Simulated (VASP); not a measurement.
A run of VASP 6.6.1 is set up as follows.

Contents of POSCAR:

```
TiS2
1.0
    3.4106015318      0.0000000000      0.0000000000
   -1.7053007659      2.9536675687      0.0000000000
    0.0000000000      0.0000000000      5.7387202085
Ti S
1 2
Direct
    0.0000000000      0.0000000000      0.0000000000
    0.3333333333      0.6666666667      0.2449123212
    0.6666666667      0.3333333333      0.7550876788
```

INCAR.step1

```
ALGO = Normal
EDIFF = 1E-5
ENCUT = 550
GGA = PE
GGA_COMPAT = F
ISMEAR = -1
LASPH = T
LCHARG = F
LREAL = F
LWAVE = T
NBANDS = 19
NELM = 120
PREC = Accurate
SIGMA = 0.02
```

Contents of INCAR.step2:

```
ALGO = Normal
EDIFF = 1E-6
ENCUT = 550
GGA_COMPAT = F
ISIF = 2
ISMEAR = -1
ISTART = 1
LASPH = T
LCHARG = F
LMIXTAU = T
LREAL = F
LWAVE = F
METAGGA = R2SCAN
NBANDS = 19
NELM = 120
PREC = Accurate
SIGMA = 0.02
```

The input KPOINTS:

```
k-points
0
Gamma
  6 6 4
```

Potentials or basis: VASP PAW PBE potentials, release 64 (Ti_sv, S).

Command:

```sh
$ cat potpaw_PBE.64/Ti_sv/POTCAR potpaw_PBE.64/S/POTCAR > POTCAR
$ cp INCAR.step1 INCAR
$ mpirun -np 1 vasp_std > vasp.out
$ cp INCAR.step2 INCAR
$ mpirun -np 1 vasp_std > vasp.out
```

(1) Predict the pressure.

(2) Estimate the band gap on the k mesh.

(3) What does it give for the largest force?

## Answers

(1) 1.3 GPa.

(2) 0.14 eV, indirect (least direct gap 0.62 eV).

(3) 0.044 eV/Å.

Caveat: the PAW data sets were made with another functional, which shifts forces and pressure a little.
